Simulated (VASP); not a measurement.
Crystal: Cu.

```
Cu
1.0
     0.00000    1.81487    1.81487
     1.81487    0.00000    1.81487
     1.81487    1.81487    0.00000
Cu
1
Direct
  0.00000 0.00000 0.00000
```

```yaml
Program: VASP 6.6.1
Task: relaxation of cell and atoms
Functional: LDA
Potentials_or_basis: VASP PAW LDA potentials, release 64 (Cu)
Cutoff: 600 eV
k_mesh: 20 × 20 × 20
Occupations: gaussian, width 0.1 eV
Spin: no spin polarisation
```

At the start: pressure -13.0 GPa; volume 11.96 Å³/atom.

**Question.** Where does the relaxation end?

**Answer.** Over 6 steps the energy falls by 45.6 meV/atom and the volume is 10.95 Å³/atom (-8.4 %); space group Fm-3m (No. 225, to 0.1 Å) before and after.

The path:
```csv
step,energy change (eV),largest force (eV/Å),pressure (GPa),volume (Å³)
1,0.0000,0.0000,-12.96,11.96
2,-0.0260,0.0000,11.75,10.36
3,-0.0456,0.0000,-0.32,10.94
4,-0.0456,0.0000,1.00,10.92
5,-0.0453,0.0000,-1.58,11.02
6,-0.0456,0.0000,-0.06,10.95
```

Final structure:
```
Cu
1.0
     0.00000    1.76228    1.76228
     1.76228    0.00000    1.76228
     1.76228    1.76228    0.00000
Cu
1
Direct
  0.00000 0.00000 0.00000
```
